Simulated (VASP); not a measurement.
A run of VASP 6.6.1:

The input POSCAR:

```
InP
1.0
    0.0000000000      3.0128633875      2.8871300864
    3.0128633875      0.0000000000      2.8871300864
    3.0128633875      3.0128633875      0.0000000000
In P
1 1
Direct
    0.0000000000      0.0000000000      0.0000000000
    0.2500000000      0.2500000000      0.2500000000
```

File INCAR.step1:

```
PREC     = Accurate       # precision mode
ENCUT    = 520            # plane-wave cutoff, eV
ISMEAR   = -1             # smearing method
SIGMA    = 0.02           # smearing width, eV
LREAL    = False          # projectors in reciprocal space
LASPH    = True           # aspherical terms in the spheres
NELM     = 150            # most SCF steps
MAGMOM   = 0 0 0 0 0 0    # initial moments
LSORBIT  = True           # spin-orbit coupling
GGA_COMPAT= False        
NBANDS   = 30             # bands
GGA      = PE             # functional
ALGO     = Normal         # electronic algorithm
EDIFF    = 1E-4           # SCF threshold, eV
LWAVE    = True           # write WAVECAR
LCHARG   = False          # write CHGCAR
```

Contents of INCAR.step2:

```
PREC     = Accurate       # precision mode
ENCUT    = 520            # plane-wave cutoff, eV
EDIFF    = 1E-6           # SCF threshold, eV
ISMEAR   = -1             # smearing method
SIGMA    = 0.02           # smearing width, eV
LREAL    = False          # projectors in reciprocal space
LASPH    = True           # aspherical terms in the spheres
NELM     = 150            # most SCF steps
ALGO     = Normal         # electronic algorithm
ISIF     = 2              # what is computed and relaxed
LWAVE    = False          # write WAVECAR
LCHARG   = False          # write CHGCAR
MAGMOM   = 0 0 0 0 0 0    # initial moments
LORBIT   = 11             # projections on sites
LSORBIT  = True           # spin-orbit coupling
GGA_COMPAT= False        
LORBMOM  = True         
METAGGA  = R2SCAN         # meta-GGA
LMIXTAU  = True         
NBANDS   = 30             # bands
ISTART   = 1
```

File KPOINTS:

```
regular mesh
0
Gamma
  8 8 8
```

Potentials or basis: VASP PAW PBE potentials, release 64 (In_d, P).

The run is started by

```sh
$ cat potpaw_PBE.64/In_d/POTCAR potpaw_PBE.64/P/POTCAR > POTCAR
$ cp INCAR.step1 INCAR
$ mpirun -np 1 vasp_ncl > vasp.out
$ cp INCAR.step2 INCAR
$ mpirun -np 1 vasp_ncl > vasp.out
```

Hardware: 1 thread of AMD EPYC 9R14 (Zen 4) (shared host).

Estimate the wall time of this run.

It took 26 min on 1 thread of AMD EPYC 9R14 (Zen 4) (shared host), peak memory 0.44 GiB. Counts: k points 87.
